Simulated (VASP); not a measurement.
# Cu in VASP: single point with RPBE

Aim: the single point of Cu with RPBE.

All numbers are computed with VASP 6.6.1; they aren't measurements. Logs are shortened: lines on timing, memory, paths and dates and some standing lists are left out, and cuts for length are marked.

### Step 1. The cell of the first run

The cell holds a slab with vacuum, 8 atoms: a = 5.195 Å, b = 2.597 Å, c = 23.362 Å, α = 90.00°, β = 90.00°, γ = 120.00°.

### Step 2. Single point, RPBE

File INCAR:

```
SYSTEM = Cu
  PREC = Accurate
  ENCUT = 520
  EDIFF = 1E-6
  ISMEAR = 0
  SIGMA = 0.1
  LREAL = .FALSE.
  LASPH = .TRUE.
  NELM = 80
  ALGO = Normal
  ISIF = 2
  LWAVE = .FALSE.
  LCHARG = .FALSE.
  LDIPOL = .TRUE.
  IDIPOL = 3
  DIPOL = 0.5 0.5 0.499
  GGA = RP
  ISYM = 0
  NBANDS = 54
```

File KPOINTS:

```
regular mesh
0
G
  7 13 1
  0 0 0
```

File POSCAR:

```
Cu
1.0
    5.1947230328      0.0000000000      0.0000000000
   -1.2986807582      2.2493810560      0.0000000000
    0.0000000000      0.0000000000     23.3622103927
Cu
8
Direct
    0.3333333333      0.3333333333      0.3638354358
    0.8333333333      0.3333333333      0.3638354358
    0.6666666667      0.6666666667      0.4546118119
    0.1666666667      0.6666666667      0.4546118119
    0.0022503889      0.0068872115      0.5446917011
    0.5022503889      0.0068872115      0.5446917011
    0.3361251746      0.3423568314      0.6344675514
    0.8361251746      0.3423568314      0.6344675514
```

Potentials or basis: VASP PAW PBE potentials, release 64 (Cu).

Run with:

```bash
$ cat potpaw_PBE.64/Cu/POTCAR > POTCAR
$ mpirun -np 1 vasp_std > vasp.out
```

OUTCAR:

```text
SYSTEM = Cu
   PREC = Accurate
   ENCUT = 520
   EDIFF = 1E-6
   ISMEAR = 0
   LREAL = .FALSE.
   LASPH = .TRUE.
   NELM = 80
   ISIF = 2
   GGA = RP
   ISYM = 0

 ion  position               nearest neighbor table
   1  0.333  0.333  0.364-   4 2.60   4 2.60   3 2.60   2 2.60   2 2.60   2 2.60   2 2.60
   2  0.833  0.333  0.364-   3 2.60   3 2.60   4 2.60   1 2.60   1 2.60   1 2.60   1 2.60
   3  0.667  0.667  0.455-   6 2.58   6 2.59   5 2.59   2 2.60   2 2.60   1 2.60   4 2.60   4 2.60
                             4 2.60   4 2.60
   4  0.167  0.667  0.455-   5 2.58   5 2.59   6 2.59   1 2.60   1 2.60   2 2.60   3 2.60   3 2.60
                             3 2.60   3 2.60
   5  0.002  0.007  0.545-   4 2.58   8 2.58   8 2.58   7 2.58   4 2.59   3 2.59   6 2.60   6 2.60
                             6 2.60   6 2.60
   6  0.502  0.007  0.545-   3 2.58   7 2.58   7 2.58   8 2.58   3 2.59   4 2.59   5 2.60   5 2.60
                             5 2.60   5 2.60
   7  0.336  0.342  0.634-   6 2.58   6 2.58   5 2.58   8 2.60   8 2.60   8 2.60   8 2.60
   8  0.836  0.342  0.634-   5 2.58   5 2.58   6 2.58   7 2.60   7 2.60   7 2.60   7 2.60

IMPORTANT INFORMATION: All symmetrisations will be switched off!
NOSYMM: (Re-)initialisation of all symmetry stuff for point group C_1.

----------------------------------------------------------------------------------------

                                     Primitive cell

  volume of cell :     272.9854

  direct lattice vectors                    reciprocal lattice vectors
     5.194723033  0.000000000  0.000000000     0.192503045  0.111141685  0.000000000
    -1.298680758  2.249381056  0.000000000     0.000000000  0.444566739  0.000000000
     0.000000000  0.000000000 23.362210393     0.000000000  0.000000000  0.042804169

  length of vectors
     5.194723033  2.597361516 23.362210393     0.222283369  0.444566739  0.042804169

  position of ions in fractional coordinates (direct lattice)
     0.333333333  0.333333333  0.363835436
     0.833333333  0.333333333  0.363835436
     0.666666667  0.666666667  0.454611812
     0.166666667  0.666666667  0.454611812
     0.002250389  0.006887212  0.544691701
     0.502250389  0.006887212  0.544691701
     0.336125175  0.342356831  0.634467551
     0.836125175  0.342356831  0.634467551

  ion indices of the primitive-cell ions
   primitive index   ion index
                 1           1
                 2           2
                 3           3
                 4           4
                 5           5
                 6           6
                 7           7
                 8           8

----------------------------------------------------------------------------------------

 KPOINTS: regular mesh

Automatic generation of k-mesh.
 Grid dimensions read from file:
 generate k-points for:    7   13    1

 Generating k-lattice:

  Cartesian coordinates                     Fractional coordinates (reciprocal lattice)
     0.027500435  0.015877384  0.000000000     0.142857143  0.000000000  0.000000000
     0.000000000  0.034197441  0.000000000     0.000000000  0.076923077  0.000000000
     0.000000000  0.000000000  0.042804169     0.000000000  0.000000000  1.000000000

  Length of vectors
     0.031754767  0.034197441  0.042804169

  Shift w.r.t. Gamma in fractional coordinates (k-lattice)
     0.000000000  0.000000000  0.000000000

 -----------------------------------------------------------------------------
|                                                                             |
|           W    W    AA    RRRRR   N    N  II  N    N   GGGG   !!!           |
|           W    W   A  A   R    R  NN   N  II  NN   N  G    G  !!!           |
|           W    W  A    A  R    R  N N  N  II  N N  N  G       !!!           |
|           W WW W  AAAAAA  RRRRR   N  N N  II  N  N N  G  GGG   !            |
|           WW  WW  A    A  R   R   N   NN  II  N   NN  G    G                |
|           W    W  A    A  R    R  N    N  II  N    N   GGGG   !!!           |
|                                                                             |
|     Your reciprocal lattice and k-lattice belong to different lattice       |
|     classes:                                                                |
|                                                                             |
|        The reciprocal lattice is simple orthorhombic,                       |
|        whereas your k-lattice is simple monoclinic.                         |
|                                                                             |
|     Results are often still useful ...                                      |
|                                                                             |
 -----------------------------------------------------------------------------

 WARNING: IBZKPT: internal override: KBLOWUP is changed to .FALSE.
      ... skipping the blow-up phase ...

 Subroutine IBZKPT returns following result:
 ===========================================

 Found     46 irreducible k-points:

 Following reciprocal coordinates:
            Coordinates               Weight
  0.000000  0.000000  0.000000      1.000000
  0.142857  0.000000  0.000000      2.000000
  0.285714  0.000000  0.000000      2.000000
  0.428571  0.000000  0.000000      2.000000
  0.000000  0.076923  0.000000      2.000000
  0.142857  0.076923  0.000000      2.000000
[... 16 lines left out ...]
 -0.428571  0.230769  0.000000      2.000000
 -0.285714  0.230769  0.000000      2.000000
 [... further k-points ...]
   k-points           NKPTS =     46   k-points in BZ     NKDIM =     46   number of bands    NBANDS=     54
   number of dos      NEDOS =    301   number of ions     NIONS =      8
   total plane-waves  NPLWV = 144000
   dimension x,y,z NGX =    40 NGY =   20 NGZ =  180
   dimension x,y,z NGXF=    80 NGYF=   40 NGZF=  360
   ions per type =               8
   NGX,Y,Z   is equivalent  to a cutoff of  12.80, 12.80, 12.81 a.u.
   NGXF,Y,Z  is equivalent  to a cutoff of  25.60, 25.60, 25.62 a.u.
 SYSTEM =  Cu
   PREC   = accura    normal or accurate (medium, high low for compatibility)
   ISTART =      0    job   : 0-new  1-cont  2-samecut
   ICHARG =      2    charge: 1-file 2-atom 10-const
   ISPIN  =      1    spin polarized calculation?
   LNONCOLLINEAR =      F non collinear calculations
   LSORBIT =      F    spin-orbit coupling
   LASPH  =      T    aspherical Exc in radial PAW
   ENCUT  =  520.0 eV  38.22 Ry    6.18 a.u.   9.66  4.83 43.44*2*pi/ulx,y,z
   NELM   =     80;   NELMIN=  2; NELMDL= -5     # of ELM steps
   EDIFF  = 0.1E-05   stopping-criterion for ELM
   LREAL  =      F    real-space projection
   EDIFFG = 0.1E-04   stopping-criterion for IOM
   NSW    =      0    number of steps for IOM
   IBRION =     -1    ionic relax: 0-MD 1-quasi-New 2-CG
   NFREE  =      0    steps in history (QN), initial steepest desc. (CG)
   ISIF   =      2    stress and relaxation
   ISYM   =      0    0-nonsym 1-usesym 2-fastsym
   POTIM  = 0.5000    time-step for ionic-motion
   TEBEG  =    0.0;   TEEND  =   0.0 temperature during run
   PSTRESS=    0.0 pullay stress
   NELECT =      88.0000    total number of electrons
   NUPDOWN=      -1.0000    fix difference up-down
   EMIN   =  10.00;   EMAX   =-10.00  energy-range for DOS
   EFERMI =   0.00;   METHOD = LEGACY
   ISMEAR =     0;   SIGMA  =   0.10  broadening in eV -4-tet -1-fermi 0-gaus
   EFERMI_NEDOS =   21; number of points for ismear=-14 and -15
   IALGO  =     38    algorithm
   IMIX   =      4    mixing-type and parameters
     AMIX     =   0.40;   BMIX     =  1.00
     AMIX_MAG =   1.60;   BMIX_MAG =  1.00
  volume/ion in A,a.u.               =      34.12       230.27
  Fermi-wavevector in a.u.,A,eV,Ry     =   1.122508  2.121232 17.143656  1.260023
  Thomas-Fermi vector in A             =   2.259168
   LORBIT       =      0    0 simple, 1 ext, 2 COOP (PROOUT), +10 PAW based schemes
   GGA     = RP    functional components
   LHFCALC =     F    Hartree Fock is set to
   AEXX    =    0.0000 exact exchange contribution
   IVDW    =     0    specifies the selected vdW correction
   LEPSILON=     F    determine dielectric tensor
   LRPA    =     F    only Hartree local field effects (RPA)
 non-spin polarized calculation
 Gauss-broadening in eV      SIGMA  =   0.10
  energy-cutoff  :      520.00
  volume of cell :      272.99
 maximum number of plane-waves:      7410
   NGX = 19   NGY =  9   NGZ = 87

 dipolmoment           0.000000      0.000000      0.001547 electrons x Angstroem

 number of electron      88.0000011 magnetization

 dipolmoment           0.000000      0.000000     -0.000752 electrons x Angstroem

 Free energy of the ion-electron system (eV)
  ---------------------------------------------------
  ext. energy  EPLUGINS =         0.00000000
  ---------------------------------------------------
  free energy    TOTEN  =       -24.45645832 eV

  energy without entropy =      -24.44149319  energy(sigma->0) =      -24.44897575

 E-fermi :  -0.3139     XC(G=0):  -5.2321

 val. band max:       -0.3215892508   @ k =   0.1429   0.3077   0.0000
 cond. band min:      -0.3115435226   @ k =   0.2857   0.0000   0.0000
 fundamental gap:      0.0100457282
 Fermi energy:        -0.3139274319

 k-point     1 :       0.0000    0.0000    0.0000
  band No.  band energies     occupation
      1      -8.8468      2.00000
      2      -7.5743      2.00000
      3      -5.9466      2.00000
      4      -5.1297      2.00000
      5      -4.8714      2.00000
      6      -4.7380      2.00000
[... 46 lines left out ...]
     53       4.7069      0.00000
     54       4.9623      0.00000
[... 1309 lines left out ...]
     53       5.7805      0.00000
     54       6.1672      0.00000

 [... further k-points ...]

------------------------ aborting loop because EDIFF is reached ----------------------------------------

 vacuum level on the upper side and lower side of the slab       (xc-potential included)        -0.141        -0.134

  FORCE on cell =-STRESS in cart. coord.  units (eV):
  Direction    XX          YY          ZZ          XY          YZ          ZX
  --------------------------------------------------------------------------------------
  -------------------------------------------------------------------------------------
  Total       -1.2238425     -1.7885118     -0.1103816     -0.0879174      0.0395935      0.0052696
  in kB       -7.1828491    -10.4969475     -0.6478400     -0.5159959      0.2323782      0.0309278
  external PRESSURE =      -6.1092122 kB  Pullay stress =       0.0000000 kB

 VOLUME and BASIS-vectors are now :
 -----------------------------------------------------------------------------
  energy-cutoff  :      520.00
  volume of cell :      272.99
      direct lattice vectors                 reciprocal lattice vectors
     5.194723033  0.000000000  0.000000000     0.192503045  0.111141685  0.000000000
    -1.298680758  2.249381056  0.000000000     0.000000000  0.444566739  0.000000000
     0.000000000  0.000000000 23.362210393     0.000000000  0.000000000  0.042804169

 POSITION                                       TOTAL-FORCE (eV/Angst)
 -----------------------------------------------------------------------------------
      1.29868      0.74979      8.50000        -0.000474     -0.004076      0.054057
      3.89604      0.74979      8.50000        -0.000473     -0.004075      0.054065
      2.59736      1.49959     10.62074        -0.000315      0.001105     -0.077661
      0.00000      1.49959     10.62074        -0.000317      0.001103     -0.077659
      0.00275      0.01549     12.72520         0.000263      0.003558      0.001373
      2.60011      0.01549     12.72520         0.000262      0.003557      0.001374
      1.30146      0.77009     14.82256         0.000526     -0.000586      0.022224
      3.89883      0.77009     14.82256         0.000527     -0.000586      0.022226
 -----------------------------------------------------------------------------------
    total drift:                                0.001006     -0.002642     -0.002370

  FREE ENERGIE OF THE ION-ELECTRON SYSTEM (eV)
  ---------------------------------------------------
  free  energy   TOTEN  =       -24.4564583217 eV

  energy  without entropy=      -24.4414931867  energy(sigma->0) =      -24.44897575

 vacuum level on the upper side and lower side of the slab         4.198         4.206
```

Wall time 17 min (1 thread of AMD EPYC 7R13 (Zen 3), shared host); peak memory 0.64 GiB.

What came out:

| Quantity | Value |
| --- | --- |
| Free energy | -24.4565 eV |
| Largest force | 0.078 eV/Å |
| Band gap on the k mesh | zero (bands 44 and 45 overlap by 3.60 eV) |

Forces in eV/Å, atoms in the order of the input:
```
Cu   0.000 -0.004  0.054
Cu   0.000 -0.004  0.054
Cu   0.000  0.001 -0.078
Cu   0.000  0.001 -0.078
Cu   0.000  0.004  0.001
Cu   0.000  0.004  0.001
Cu   0.001 -0.001  0.022
Cu   0.001 -0.001  0.022
```

Levels at points of the mesh, in eV from the Fermi level:
```csv
k point,band 41,band 42,band 43,band 44,band 45,band 46,band 47,band 48
"(0.00, 0.00, 0.00)",-1.46,-1.26,-1.25,-1.04,-0.11,-0.02,0.82,1.38
```

Caveat: the PAW data sets were made with another functional, which shifts forces and pressure a little.
